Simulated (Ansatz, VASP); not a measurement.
**Al2GaP3 in VASP and in Ansatz**

```
Al Ga P
1.0
     3.88588    0.00000    0.00000
    -1.94294    3.36527    0.00000
     0.00000    0.00000   19.16456
Al Ga P
4 2 6
Cartesian
  0.0000 2.2435 0.0004
  0.0000 2.2435 12.7730
  1.9429 1.1218 3.1907
  1.9429 1.1218 9.5827
  0.0000 2.2435 6.3945
  1.9429 1.1218 15.9768
  0.0000 2.2435 2.3932
  0.0000 2.2435 8.7892
  0.0000 2.2435 15.1655
  1.9429 1.1218 5.5833
  1.9429 1.1218 11.9754
  1.9429 1.1218 18.3715
```

Alike in both runs: functional PBE; k mesh 12 × 12 × 2; occupations gaussian, width 0.02 eV; no spin polarisation.

Ansatz relaxed the structure, and its values are those at the end. VASP's run is a single point on that final structure, the one shown.

|  | VASP | Ansatz |
| --- | --- | --- |
| version | VASP 6.6.1 | Ansatz 0.2.0 |
| potentials or method | VASP PAW PBE potentials, release 64 (Al, Ga_d, P), cutoff 520 eV | scalar-relativistic, plane waves, PAW |
| valence electrons in the cell | 68 | 68 |

Ansatz gave:

```
gap on the k mesh at the Fermi level (eV) : 1.52
least direct gap on the mesh (eV)         : 1.85
pressure (GPa)                            : 0.0
```

Which values does VASP return?

gap on the k mesh at the Fermi level (eV): 1.52; least direct gap on the mesh (eV): 1.85; pressure (GPa): -0.1.
